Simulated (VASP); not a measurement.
A run of VASP 6.6.1:

Contents of INCAR:

```
  ALGO = Normal
  EDIFF = 1E-6
  ENCUT = 520
  GGA = PE
  ISIF = 2
  ISMEAR = -1
  LASPH = True
  LCHARG = False
  LREAL = False
  LWAVE = False
  NBANDS = 12
  NELM = 80
  PREC = Accurate
  SIGMA = 0.6
```

KPOINTS

```
k-points
0
Gamma
  13 13 13
```

The input POSCAR:

```
Nb
1.0
   -1.6547957147      1.6547957147      1.6547957147
    1.6547957147     -1.6547957147      1.6547957147
    1.6547957147      1.6547957147     -1.6547957147
Nb
1
Direct
    0.0000000000      0.0000000000      0.0000000000
```

Potentials or basis: VASP PAW PBE potentials, release 64 (Nb_sv).

Launch:

```console
$ cat potpaw_PBE.64/Nb_sv/POTCAR > POTCAR
$ mpirun -np 1 vasp_std > vasp.out
```

Hardware: 1 thread of Intel(R) Xeon(R) 6975P-C (Granite Rapids) (shared host).

Question: Estimate the wall time of this run.

Answer: Run time: 6.2 s on 1 thread of Intel(R) Xeon(R) 6975P-C (Granite Rapids), on a shared host, peak memory 0.14 GiB. Counts: scf iterations 12, k points 84.
